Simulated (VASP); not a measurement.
## CaSi3N2: single point with PBE

The system is CaSi3N2.

```
CELL_PARAMETERS angstrom
5.06695 0.00000 0.00000
-2.53348 4.38811 0.00000
0.00000 0.00000 3.39132
ATOMIC_POSITIONS crystal
Ca 0.00000 0.00000 0.00000
Si 0.50000 0.00000 0.50000
Si 0.50000 0.50000 0.50000
Si 0.00000 0.50000 0.50000
N 0.33333 0.66667 0.00000
N 0.66667 0.33333 0.00000
```

The cell was generated, and may not be a known phase.

* Program: VASP 6.6.1
* Task: single point
* Functional: PBE
* Potentials or basis: VASP PAW PBE potentials, release 64 (Ca_sv, Si, N)
* Cutoff: 600 eV
* k mesh: 12 × 12 × 12
* Occupations: gaussian, width 0.1 eV
* Spin: no spin polarisation

* Pressure: 0.1 GPa
* Band gap on the k mesh: zero (bands 16 and 17 overlap by 2.89 eV)

Levels at points of the mesh, in eV from the Fermi level:
```csv
k point,band 12,band 13,band 14,band 15,band 16,band 17,band 18,band 19,band 20,band 21
"(0.00, 0.00, 0.00)",-5.32,-4.05,-2.11,0.39,0.39,0.45,1.54,1.54,2.85,3.44
"(0.50, 0.00, 0.00)",-3.93,-3.69,-3.55,-2.30,-0.46,1.86,2.00,2.11,2.32,3.45
"(0.00, 0.00, 0.50)",-4.56,-3.92,-3.92,-2.96,-2.96,-0.55,1.37,4.69,4.80,4.80
"(0.50, 0.00, 0.50)",-4.95,-3.56,-2.60,-1.49,0.53,1.41,1.59,2.42,3.41,3.98
```

Run time: 2 min on 1 thread of Intel(R) Xeon(R) 6975P-C (Granite Rapids), on a shared host, peak memory 0.41 GiB.
